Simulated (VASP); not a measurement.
# Sb2S (Pn-3m) in VASP: notebook

Runs on Sb2S. Level: PBE. Tasks: single point, relaxation of cell and atoms.

All numbers are computed with VASP 6.6.1; they aren't measurements. Logs are shortened: lines on timing, memory, paths and dates and some standing lists are left out, and cuts for length are marked.

## Step 1: The cell of the first run

The structure is cubic, space group Pn-3m (No. 224). Conventional cell: a = 5.936 Å, b = 5.936 Å, c = 5.936 Å, α = 90.00°, β = 90.00°, γ = 90.00°. Within 3.4 Å of Sb (site symmetry -3m) lie 2 S at 2.57 Å. Within 3.4 Å of S (site symmetry -43m) lie 4 Sb at 2.57 Å.

## Step 2: Single point, PBE

The input, INCAR:

```
SYSTEM = Sb2S
ALGO = Normal
EDIFF = 1E-6
ENCUT = 520
GGA = PE
ISIF = 2
ISMEAR = 0
LASPH = .True.
LCHARG = .False.
LREAL = .False.
LWAVE = .False.
NBANDS = 25
NELM = 80
PREC = Accurate
SIGMA = 0.1
```

The input, KPOINTS:

```
k-points
0
Gamma
  6 6 6
  0 0 0
```

The input, POSCAR:

```
Sb2S
1.0
    5.9361098952      0.0000000000      0.0000000000
    0.0000000000      5.9361098952      0.0000000000
    0.0000000000      0.0000000000      5.9361098952
Sb S
4 2
Direct
    0.7500000000      0.7500000000      0.7500000000
    0.2500000000      0.2500000000      0.7500000000
    0.2500000000      0.7500000000      0.2500000000
    0.7500000000      0.2500000000      0.2500000000
    0.0000000000      0.0000000000      0.0000000000
    0.5000000000      0.5000000000      0.5000000000
```

Potentials or basis: VASP PAW PBE potentials, release 64 (Sb, S).

Command:

```console
$ cat potpaw_PBE.64/Sb/POTCAR potpaw_PBE.64/S/POTCAR > POTCAR
$ mpirun -np 1 vasp_std > vasp.out
```

OUTCAR:

```text
SYSTEM = Sb2S
   EDIFF = 1E-6
   ENCUT = 520
   GGA = PE
   ISIF = 2
   ISMEAR = 0
   LASPH = .True.
   LREAL = .False.
   NELM = 80
   PREC = Accurate

 ion  position               nearest neighbor table
   1  0.750  0.750  0.750-   5 2.57   6 2.57
   2  0.250  0.250  0.750-   5 2.57   6 2.57
   3  0.250  0.750  0.250-   5 2.57   6 2.57
   4  0.750  0.250  0.250-   5 2.57   6 2.57
   5  0.000  0.000  0.000-   1 2.57   2 2.57   3 2.57   4 2.57
   6  0.500  0.500  0.500-   1 2.57   2 2.57   3 2.57   4 2.57

  LATTYP: Found a simple cubic cell.
 ALAT       =     5.9361098952

  Lattice vectors:

 A1 = (   5.9361098952,   0.0000000000,   0.0000000000)
 A2 = (   0.0000000000,   5.9361098952,   0.0000000000)
 A3 = (   0.0000000000,   0.0000000000,   5.9361098952)

Analysis of symmetry for initial positions (statically):
=====================================================================
 Subroutine PRICEL returns:
 Original cell was already a primitive cell.

 Routine SETGRP: Setting up the symmetry group for a
 simple cubic supercell.

 Subroutine GETGRP returns: Found 48 space group operations
 (whereof 24 operations were pure point group operations)
 out of a pool of 48 trial point group operations.

The static configuration has the point symmetry T_d .
 The point group associated with its full space group is O_h .

Analysis of symmetry for dynamics (positions and initial velocities):
=====================================================================
 Subroutine PRICEL returns:
 Original cell was already a primitive cell.

 Routine SETGRP: Setting up the symmetry group for a
 simple cubic supercell.

 Subroutine GETGRP returns: Found 48 space group operations
 (whereof 24 operations were pure point group operations)
 out of a pool of 48 trial point group operations.

The dynamic configuration has the point symmetry T_d .
 The point group associated with its full space group is O_h .

 Subroutine INISYM returns: Found 48 space group operations
 (whereof 24 operations are pure point group operations),
 and found     1 'primitive' translations

----------------------------------------------------------------------------------------

                                     Primitive cell

  volume of cell :     209.1731

  direct lattice vectors                    reciprocal lattice vectors
     5.936109895  0.000000000  0.000000000     0.168460493  0.000000000  0.000000000
     0.000000000  5.936109895  0.000000000     0.000000000  0.168460493  0.000000000
[... 92 lines left out ...]
   IBRION =     -1    ionic relax: 0-MD 1-quasi-New 2-CG
   NFREE  =      0    steps in history (QN), initial steepest desc. (CG)
   ISIF   =      2    stress and relaxation
   ISYM   =      2    0-nonsym 1-usesym 2-fastsym
   POTIM  = 0.5000    time-step for ionic-motion
   TEBEG  =    0.0;   TEEND  =   0.0 temperature during run
   PSTRESS=    0.0 pullay stress
   NELECT =      32.0000    total number of electrons
   NUPDOWN=      -1.0000    fix difference up-down
   EMIN   =  10.00;   EMAX   =-10.00  energy-range for DOS
   EFERMI =   0.00;   METHOD = LEGACY
   ISMEAR =     0;   SIGMA  =   0.10  broadening in eV -4-tet -1-fermi 0-gaus
   EFERMI_NEDOS =   21; number of points for ismear=-14 and -15
   IALGO  =     38    algorithm
   IMIX   =      4    mixing-type and parameters
     AMIX     =   0.40;   BMIX     =  1.00
     AMIX_MAG =   1.60;   BMIX_MAG =  1.00
  volume/ion in A,a.u.               =      34.86       235.26
  Fermi-wavevector in a.u.,A,eV,Ry     =   0.875567  1.654582 10.430474  0.766618
  Thomas-Fermi vector in A             =   1.995256
   LORBIT       =      0    0 simple, 1 ext, 2 COOP (PROOUT), +10 PAW based schemes
   GGA     = PE    functional components
   LHFCALC =     F    Hartree Fock is set to
   AEXX    =    0.0000 exact exchange contribution
   IVDW    =     0    specifies the selected vdW correction
   LEPSILON=     F    determine dielectric tensor
   LRPA    =     F    only Hartree local field effects (RPA)
 non-spin polarized calculation
 Gauss-broadening in eV      SIGMA  =   0.10
  energy-cutoff  :      520.00
  volume of cell :      209.17
 maximum number of plane-waves:      5670
 NGX is ok and might be reduce to    48
   NGX = 23   NGY = 23   NGZ = 23

 number of electron      32.0000004 magnetization

 Free energy of the ion-electron system (eV)
  ---------------------------------------------------
  ext. energy  EPLUGINS =         0.00000000
  ---------------------------------------------------
  free energy    TOTEN  =       -21.43983793 eV

  energy without entropy =      -21.40678077  energy(sigma->0) =      -21.42330935

 E-fermi :   3.9406     XC(G=0):  -8.3873

 val. band max:        3.9376221350   @ k =   0.3333   0.3333   0.3333
 cond. band min:       3.9535023603   @ k =   0.5000   0.3333   0.3333
 fundamental gap:      0.0158802254
 Fermi energy:         3.9405939749

 k-point     1 :       0.0000    0.0000    0.0000
  band No.  band energies     occupation
      1     -10.2959      2.00000
      2      -9.7500      2.00000
      3      -5.2005      2.00000
      4      -5.2005      2.00000
      5      -5.2005      2.00000
      6      -3.4774      2.00000
[... 549 lines left out ...]
     24       8.3078      0.00000
     25       8.9997      0.00000

------------------------ aborting loop because EDIFF is reached ----------------------------------------

  FORCE on cell =-STRESS in cart. coord.  units (eV):
  Direction    XX          YY          ZZ          XY          YZ          ZX
  --------------------------------------------------------------------------------------
  -------------------------------------------------------------------------------------
  Total       -0.0417454     -0.0417454     -0.0417454     -0.0000000     -0.0000000      0.0000000
  in kB       -0.3197521     -0.3197521     -0.3197521     -0.0000000     -0.0000000      0.0000000
  external PRESSURE =      -0.3197521 kB  Pullay stress =       0.0000000 kB

 VOLUME and BASIS-vectors are now :
 -----------------------------------------------------------------------------
  energy-cutoff  :      520.00
  volume of cell :      209.17
      direct lattice vectors                 reciprocal lattice vectors
     5.936109895  0.000000000  0.000000000     0.168460493  0.000000000  0.000000000
     0.000000000  5.936109895  0.000000000     0.000000000  0.168460493  0.000000000
     0.000000000  0.000000000  5.936109895     0.000000000  0.000000000  0.168460493

 POSITION                                       TOTAL-FORCE (eV/Angst)
 -----------------------------------------------------------------------------------
      4.45208      4.45208      4.45208        -0.000000     -0.000000      0.000000
      1.48403      1.48403      4.45208        -0.000000      0.000000      0.000000
      1.48403      4.45208      1.48403         0.000000      0.000000      0.000000
      4.45208      1.48403      1.48403        -0.000000     -0.000000     -0.000000
      0.00000      0.00000      0.00000         0.000000     -0.000000     -0.000000
      2.96805      2.96805      2.96805         0.000000     -0.000000     -0.000000
 -----------------------------------------------------------------------------------
    total drift:                               -0.000000      0.000000     -0.000000

  FREE ENERGIE OF THE ION-ELECTRON SYSTEM (eV)
  ---------------------------------------------------
  free  energy   TOTEN  =       -21.4398379264 eV

  energy  without entropy=      -21.4067807675  energy(sigma->0) =      -21.42330935
```

Wall time 4.5 min (1 thread of AMD EPYC 7R13, shared host); peak memory 0.32 GiB.

Results:

```
Free energy            : -21.4398 eV
Pressure               : 0.0 GPa
Band gap on the k mesh : zero (band 16 reaches 4.59 eV, above the bottom of band 17 at 3.82 eV)
```

Levels at points of the mesh, in eV from the Fermi level:
```csv
k point,band 12,band 13,band 14,band 15,band 16,band 17,band 18,band 19,band 20,band 21
"(0.00, 0.00, 0.00)",-1.58,-1.58,-1.58,-0.07,-0.07,-0.07,1.02,1.02,1.02,2.25
"(0.50, 0.00, 0.00)",-2.08,-1.68,-1.68,-1.04,-1.04,-0.12,-0.12,1.87,1.87,2.87
"(0.50, 0.50, 0.00)",-2.66,-0.42,-0.42,-0.39,-0.39,0.02,0.02,0.79,0.79,3.31
"(0.50, 0.50, 0.50)",-1.68,-1.58,-1.58,-1.58,0.65,0.65,1.08,1.08,1.08,1.63
```

Caveat: spin-orbit coupling is left out, which moves the levels of the heavy elements.

## Step 3: Relaxation of cell and atoms, PBE

This run uses another cell than the first one, of 30.30 Å³/atom, 0.869 times its volume.

The input, INCAR:

```
PREC = Accurate
ENCUT = 600
EDIFF = 1E-6
ISMEAR = 0
SIGMA = 0.1
LREAL = False
LASPH = True
NELM = 100
ALGO = Normal
ISIF = 3
LWAVE = False
LCHARG = False
GGA = PE
IBRION = 2
NSW = 90
EDIFFG = -0.04
```

The input, KPOINTS:

```
regular mesh
0
Gamma
  4 4 4
```

POSCAR: that of step 2 with these lines changed.

```diff
@@ -2,5 +2,5 @@
 1.0
-    5.9361098952      0.0000000000      0.0000000000
-    0.0000000000      5.9361098952      0.0000000000
-    0.0000000000      0.0000000000      5.9361098952
+    5.6649594400      0.0000000000      0.0000000000
+    0.0000000000      5.6649594400      0.0000000000
+    0.0000000000      0.0000000000      5.6649594400
 Sb S
```

Potentials or basis: VASP PAW PBE potentials, release 64 (Sb, S).

Command:

```console
$ cat potpaw_PBE.64/Sb/POTCAR potpaw_PBE.64/S/POTCAR > POTCAR
$ mpirun -np 1 vasp_std > vasp.out
```

OUTCAR:

```text
PREC = Accurate
   ENCUT = 600
   EDIFF = 1E-6
   ISMEAR = 0
   LREAL = False
   LASPH = True
   NELM = 100
   ISIF = 3
   GGA = PE
   IBRION = 2
   NSW = 90
   EDIFFG = -0.04

 ion  position               nearest neighbor table
   1  0.750  0.750  0.750-   5 2.45   6 2.45
   2  0.250  0.250  0.750-   5 2.45   6 2.45
   3  0.250  0.750  0.250-   5 2.45   6 2.45
   4  0.750  0.250  0.250-   5 2.45   6 2.45
   5  0.000  0.000  0.000-   1 2.45   2 2.45   3 2.45   4 2.45
   6  0.500  0.500  0.500-   1 2.45   2 2.45   3 2.45   4 2.45

  LATTYP: Found a simple cubic cell.
 ALAT       =     5.6649594400

  Lattice vectors:

 A1 = (   5.6649594400,   0.0000000000,   0.0000000000)
 A2 = (   0.0000000000,   5.6649594400,   0.0000000000)
 A3 = (   0.0000000000,   0.0000000000,   5.6649594400)

Analysis of symmetry for initial positions (statically):
=====================================================================
 Subroutine PRICEL returns:
 Original cell was already a primitive cell.

 Routine SETGRP: Setting up the symmetry group for a
 simple cubic supercell.

 Subroutine GETGRP returns: Found 48 space group operations
 (whereof 24 operations were pure point group operations)
 out of a pool of 48 trial point group operations.

The static configuration has the point symmetry T_d .
 The point group associated with its full space group is O_h .

Analysis of symmetry for dynamics (positions and initial velocities):
=====================================================================
 Subroutine PRICEL returns:
 Original cell was already a primitive cell.

 Routine SETGRP: Setting up the symmetry group for a
 simple cubic supercell.

 Subroutine GETGRP returns: Found 48 space group operations
 (whereof 24 operations were pure point group operations)
 out of a pool of 48 trial point group operations.

The dynamic configuration has the point symmetry T_d .
 The point group associated with its full space group is O_h .

 Subroutine INISYM returns: Found 48 space group operations
 (whereof 24 operations are pure point group operations),
 and found     1 'primitive' translations

[... 93 lines left out ...]
   ISIF   =      3    stress and relaxation
   ISYM   =      2    0-nonsym 1-usesym 2-fastsym
   POTIM  = 0.5000    time-step for ionic-motion
   TEBEG  =    0.0;   TEEND  =   0.0 temperature during run
   PSTRESS=    0.0 pullay stress
   NELECT =      32.0000    total number of electrons
   NUPDOWN=      -1.0000    fix difference up-down
   EMIN   =  10.00;   EMAX   =-10.00  energy-range for DOS
   EFERMI =   0.00;   METHOD = LEGACY
   ISMEAR =     0;   SIGMA  =   0.10  broadening in eV -4-tet -1-fermi 0-gaus
   EFERMI_NEDOS =   21; number of points for ismear=-14 and -15
   IALGO  =     38    algorithm
   IMIX   =      4    mixing-type and parameters
     AMIX     =   0.40;   BMIX     =  1.00
     AMIX_MAG =   1.60;   BMIX_MAG =  1.00
  volume/ion in A,a.u.               =      30.30       204.47
  Fermi-wavevector in a.u.,A,eV,Ry     =   0.917476  1.733778 11.452869  0.841762
  Thomas-Fermi vector in A             =   2.042449
   LORBIT       =      0    0 simple, 1 ext, 2 COOP (PROOUT), +10 PAW based schemes
   GGA     = PE    functional components
   LHFCALC =     F    Hartree Fock is set to
   AEXX    =    0.0000 exact exchange contribution
   IVDW    =     0    specifies the selected vdW correction
   LEPSILON=     F    determine dielectric tensor
   LRPA    =     F    only Hartree local field effects (RPA)
 conjugate gradient relaxation of ions
 non-spin polarized calculation
 Gauss-broadening in eV      SIGMA  =   0.10
  energy-cutoff  :      600.00
  volume of cell :      181.80
 maximum number of plane-waves:      6090
 NGX is ok and might be reduce to    48
   NGX = 23   NGY = 23   NGZ = 23

--------------------------------------- Ionic step        1  -------------------------------------------

 number of electron      31.9999999 magnetization

 Free energy of the ion-electron system (eV)
  ---------------------------------------------------
  ext. energy  EPLUGINS =         0.00000000
  ---------------------------------------------------
  free energy    TOTEN  =       -20.93075631 eV

  energy without entropy =      -20.90979283  energy(sigma->0) =      -20.92027457

 E-fermi :   5.2765     XC(G=0):  -8.9652

 val. band max:        5.2178212887   @ k =   0.0000   0.0000   0.0000
 cond. band min:       5.2966800923   @ k =   0.5000   0.5000   0.0000
 fundamental gap:      0.0788588036
 Fermi energy:         5.2765137548

 k-point     1 :       0.0000    0.0000    0.0000
  band No.  band energies     occupation
      1      -9.8299      2.00000
      2      -9.1681      2.00000
      3      -4.2183      2.00000
      4      -4.2183      2.00000
      5      -4.2183      2.00000
      6      -1.9405      2.00000
[... 298 lines left out ...]
--------------------------------------- Ionic step        3  -------------------------------------------

 number of electron      32.0000004 magnetization

 Free energy of the ion-electron system (eV)
  ---------------------------------------------------
  ext. energy  EPLUGINS =         0.00000000
  ---------------------------------------------------
  free energy    TOTEN  =       -21.45928829 eV

  energy without entropy =      -21.43063921  energy(sigma->0) =      -21.44496375

 E-fermi :   3.9120     XC(G=0):  -8.3903

 val. band max:        3.8787788136   @ k =   0.0000   0.0000   0.0000
 cond. band min:       3.9651274504   @ k =   0.5000   0.5000   0.0000
 fundamental gap:      0.0863486368
 Fermi energy:         3.9120436128

 k-point     1 :       0.0000    0.0000    0.0000
  band No.  band energies     occupation
      1     -10.2746      2.00000
      2      -9.7232      2.00000
      3      -5.1948      2.00000
      4      -5.1948      2.00000
      5      -5.1948      2.00000
      6      -3.4649      2.00000
[... 252 lines left out ...]
  FREE ENERGIE OF THE ION-ELECTRON SYSTEM (eV)
  ---------------------------------------------------
  free  energy   TOTEN  =       -21.4592882926 eV

  energy  without entropy=      -21.4306392131  energy(sigma->0) =      -21.44496375

 reached required accuracy - stopping structural energy minimisation
```

OSZICAR:

```text
N       E                     dE             d eps       ncg     rms          rms(c)
DAV:   1     0.209110849232E+03    0.20911E+03   -0.12178E+04   400   0.143E+03
DAV:   2     0.923356724888E+00   -0.20819E+03   -0.20308E+03   520   0.217E+02
DAV:   3    -0.206795124919E+02   -0.21603E+02   -0.20647E+02   516   0.770E+01
[... 30 lines left out ...]
DAV:   4    -0.214605439496E+02    0.60397E-02   -0.72783E-03   428   0.456E-01    0.226E-01
DAV:   5    -0.214593434723E+02    0.12005E-02   -0.37313E-03   400   0.268E-01    0.165E-01
DAV:   6    -0.214592926086E+02    0.50864E-04   -0.19128E-04   444   0.824E-02    0.426E-02
DAV:   7    -0.214592889447E+02    0.36639E-05   -0.50292E-05   404   0.409E-02    0.141E-02
DAV:   8    -0.214592882926E+02    0.65207E-06   -0.51759E-06   380   0.135E-02
   3 F= -.21459288E+02 E0= -.21444964E+02  d E =-.528532E+00
```

It took 6 min on 1 thread of AMD EPYC 7R13, shared host; peak memory 0.32 GiB.

What came out:

```yaml
Free_energy: -21.4593 eV
Relaxed_volume: 34.83 Å³/atom
Relaxed_cell: a = 5.934 Å, b = 5.934 Å, c = 5.934 Å, α = 90.00°, β = 90.00°, γ = 90.00°
Space_group_after_relaxing_to_0.05_Å: Pn-3m (No. 224)
Energy_gained_by_relaxing: 88.1 meV/atom
Ionic_steps: 3
Pressure_after_relaxing: 0.0 GPa
Band_gap_on_the_k_mesh: zero (band 16 reaches 4.60 eV, above the bottom of band 17 at 3.82 eV)
```

The path:
```csv
step,energy change (eV),largest force (eV/Å),pressure (GPa),volume (Å³)
1,0.0000,0.0000,6.98,181.80
2,-0.4816,0.0000,-1.51,218.77
3,-0.5285,0.0000,0.03,208.99
```

Final structure:
```yaml
crystal:
  lattice:
    - [5.93440, 0.00000, 0.00000]
    - [0.00000, 5.93440, 0.00000]
    - [0.00000, 0.00000, 5.93440]
  atoms:
    - { symbol: Sb, position: [0.75000, 0.75000, 0.75000] }
    - { symbol: Sb, position: [0.25000, 0.25000, 0.75000] }
    - { symbol: Sb, position: [0.25000, 0.75000, 0.25000] }
    - { symbol: Sb, position: [0.75000, 0.25000, 0.25000] }
    - { symbol: S, position: [0.00000, 0.00000, 0.00000] }
    - { symbol: S, position: [0.50000, 0.50000, 0.50000] }
```

Caveat: spin-orbit coupling is left out, which moves the levels of the heavy elements.

[end of part 1 of 2]
